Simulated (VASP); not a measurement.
WS2, 3 atoms in the cell. The cell holds a slab with vacuum, 3 atoms: a = 3.184 Å, b = 3.184 Å, c = 16.951 Å, α = 90.00°, β = 90.00°, γ = 120.00°. 

```yaml
Program: VASP 6.6.1
Task: single point
Functional: PBEsol
Potentials_or_basis: VASP PAW PBE potentials, release 64 (W_sv, S)
Cutoff: 520 eV
k_mesh: 4 × 4 × 1
Occupations: gaussian, width 0.1 eV
Spin: no spin polarisation
Dipole_correction: no
Further_INCAR_settings: ALGO = Normal; EDIFF = 1e-07; NBANDS = 20
```

Potentials or basis: VASP PAW PBE potentials, release 64 (W_sv, S).

Run with:

```console
$ cat potpaw_PBE.64/W_sv/POTCAR potpaw_PBE.64/S/POTCAR > POTCAR
$ mpirun -np 1 vasp_std > vasp.out
```

Hardware: 1 thread of Intel Xeon 8259CL, on a shared host.

Task: How long does it take, and how much memory?

Result: Run time: 44 s on 1 thread of Intel Xeon 8259CL, with other jobs on the host, peak memory 0.24 GiB. Counts: scf iterations 23, k points 4.
